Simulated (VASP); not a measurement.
A run of VASP 6.6.1:

File INCAR:

```
SYSTEM = Sb
PREC = Accurate
ENCUT = 600
EDIFF = 1E-7
ISMEAR = -1
SIGMA = 0.08
LREAL = .False.
LASPH = .True.
NELM = 100
ALGO = Normal
ISIF = 3
LWAVE = .False.
LCHARG = .False.
GGA = PE
IBRION = 2
NSW = 60
EDIFFG = -0.005
PSTRESS = 1000.0
```

Contents of KPOINTS:

```
Automatic mesh
0
Gamma
  17 17 17
  0 0 0
```

The input POSCAR:

```
Sb
1.0
   -1.5942693676      1.5942693676      1.5942693676
    1.5942693676     -1.5942693676      1.5942693676
    1.5942693676      1.5942693676     -1.5942693676
Sb
1
Direct
    0.0000000000      0.0000000000      0.0000000000
```

Potentials or basis: VASP PAW PBE potentials, release 64 (Sb).

Launch:

```sh
$ cat potpaw_PBE.64/Sb/POTCAR > POTCAR
$ mpirun -np 1 vasp_std > vasp.out
```

Hardware: 1 thread of Intel(R) Xeon(R) 6975P-C (Granite Rapids), with other jobs on the host.

Question: Estimate the wall time of this run.

Answer: Wall time 21 s on 1 thread of Intel(R) Xeon(R) 6975P-C (Granite Rapids) (shared host), peak memory 0.15 GiB. Counts: scf iterations 29, k points 165, ion steps 4.
